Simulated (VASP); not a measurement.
Here is a VASP 6.6.1 calculation.

Contents of INCAR:

```
SYSTEM = AlCo
ALGO     = Normal         ! electronic algorithm
EDIFF    = 1E-6           ! SCF threshold, eV
ENCUT    = 520            ! plane-wave cutoff, eV
GGA      = PE             ! functional
ISIF     = 2              ! what is computed and relaxed
ISMEAR   = 0              ! smearing method
ISPIN    = 2              ! spin polarisation
LASPH    = .TRUE.         ! aspherical terms in the spheres
LCHARG   = .TRUE.         ! write CHGCAR
LELF     = .TRUE.         ! ELF
LMAXMIX  = 4              ! l up to which the mixer works
LORBIT   = 11             ! projections on sites
LREAL    = .FALSE.        ! projectors in reciprocal space
LVHAR    = .TRUE.       
LWAVE    = .FALSE.        ! write WAVECAR
MAGMOM   = -0.01 0.16     ! initial moments
NBANDS   = 17             ! bands
NELM     = 150            ! most SCF steps
PREC     = Accurate       ! precision mode
SIGMA    = 0.15           ! smearing width, eV
```

The input KPOINTS:

```
k-points
0
G
  16 16 16
  0 0 0
```

POSCAR

```
AlCo
1.0
    2.9321793384      0.0000000000      0.0000000000
    0.0000000000      2.9321793384      0.0000000000
    0.0000000000      0.0000000000      2.5938509532
Al Co
1 1
Direct
    0.0000000000      0.0000000000      0.0000000000
    0.5000000000      0.5000000000      0.5000000000
```

Potentials or basis: VASP PAW PBE potentials, release 64 (Al, Co).

Command:

```console
$ cat potpaw_PBE.64/Al/POTCAR potpaw_PBE.64/Co/POTCAR > POTCAR
$ mpirun -np 1 vasp_std > vasp.out
```

Problem. Estimate the pressure.

Solution. 10.0 GPa.

Problem. What does it give for the net moment?

Solution. 0.00 μB per cell.

Problem. What does it give for the band gap on the k mesh?

Solution. Zero (filled and empty bands overlap).

Stress tensor (GPa, compression positive):
```
-0.23  0.00  0.00
 0.00 -0.23  0.00
 0.00  0.00 30.52
```

Caveat: the cell differs from its parent crystal (strain +0.040 along x and y, -0.080 along z).
